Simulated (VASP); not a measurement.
## Ru: single point with PBEsol

The system is Ru.

```
CELL_PARAMETERS angstrom
0.00000 1.91500 1.91500
1.91500 0.00000 1.91500
1.91500 1.91500 0.00000
ATOMIC_POSITIONS crystal
Ru 0.00000 0.00000 0.00000
```

```yaml
Program: VASP 6.6.1
Task: single point
Functional: PBEsol
Potentials_or_basis: VASP PAW PBE potentials, release 64 (Ru_pv)
Cutoff: 520 eV
k_mesh: 24 × 24 × 24
Occupations: gaussian, width 0.15 eV
Spin: no spin polarisation
```

```yaml
Pressure: -14.7 GPa
Band_gap_on_the_k_mesh: zero (band 7 reaches 14.16 eV, above the bottom of band 8 at 10.81 eV)
```

Levels at points of the mesh, in eV from the Fermi level:
| k point | band 3 | band 4 | band 5 | band 6 | band 7 | band 8 | band 9 | band 10 | band 11 | band 12 |
| --- | --- | --- | --- | --- | --- | --- | --- | --- | --- | --- |
| (0.00, 0.00, 0.00) | -42.36 | -7.78 | -2.46 | -2.46 | -2.46 | -0.11 | -0.11 | 10.44 | 15.05 | 20.58 |
| (0.50, 0.00, 0.00) | -42.49 | -5.85 | -2.57 | -2.57 | 0.95 | 1.67 | 1.67 | 9.63 | 10.45 | 14.63 |
| (0.50, 0.50, 0.00) | -42.71 | -6.11 | -5.64 | 1.63 | 2.16 | 2.16 | 3.51 | 10.44 | 13.17 | 13.17 |

Wall time 39 s on 1 thread of Intel(R) Xeon(R) Platinum 8488C (Sapphire Rapids), on a shared host, peak memory 0.18 GiB.

Caveat: the PAW data sets were made with another functional, which shifts forces and pressure a little.
